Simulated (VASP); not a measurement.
A run of VASP 6.6.1 is set up as follows.

INCAR

```
SYSTEM = SrTiO3
PREC     = Accurate       ! precision mode
ENCUT    = 520            ! plane-wave cutoff, eV
EDIFF    = 1E-7           ! SCF threshold, eV
ISMEAR   = 0              ! smearing method
SIGMA    = 0.05           ! smearing width, eV
LREAL    = .FALSE.        ! projectors in reciprocal space
LASPH    = .TRUE.         ! aspherical terms in the spheres
NELM     = 100            ! most SCF steps
ALGO     = Normal         ! electronic algorithm
ISIF     = 2              ! what is computed and relaxed
LWAVE    = .FALSE.        ! write WAVECAR
LCHARG   = .FALSE.        ! write CHGCAR
GGA      = PE             ! functional
NBANDS   = 51             ! bands
```

Contents of KPOINTS:

```
regular mesh
0
G
  6 6 6
  0 0 0
```

File POSCAR:

```
SrTiO3
1.0
   -3.9364035682      0.0000000000     -3.9364035682
    0.0000000000     -3.9364035682     -3.9364035682
   -3.9364035682     -3.9364035682      0.0000000000
Sr Ti O
2 2 6
Direct
    0.0041022840      0.0041022840     -0.0041022840
    0.5041022840      0.5041022840      0.4958977160
    0.2690695752      0.2690695752      0.2309304248
    0.7690695752      0.7690695752      0.7309304248
   -0.0253116883      0.4746883117      0.0253116883
    0.4746883117     -0.0253116883      0.5253116883
   -0.0253116883      0.4746883117      0.5253116883
    0.4746883117     -0.0253116883      0.0253116883
   -0.0288969355     -0.0288969355      0.5288969355
    0.4711030645      0.4711030645      0.0288969355
```

Potentials or basis: VASP PAW PBE potentials, release 64 (Sr_sv, Ti_sv, O).

Command:

```bash
$ cat potpaw_PBE.64/Sr_sv/POTCAR potpaw_PBE.64/Ti_sv/POTCAR potpaw_PBE.64/O/POTCAR > POTCAR
$ mpirun -np 1 vasp_std > vasp.out
```

(1) Predict the largest force.

(2) Predict the pressure.

(3) Predict the band gap on the k mesh.

## Answers

(1) 7.805 eV/Å.

(2) 12.4 GPa.

(3) 2.10 eV.

Caveat: the cell differs from its parent crystal (atoms displaced along a vibrational mode); the cell stands under pressure; forces of over 1 eV/Å act on the atoms, so gaps and moduli don't describe the material at rest.
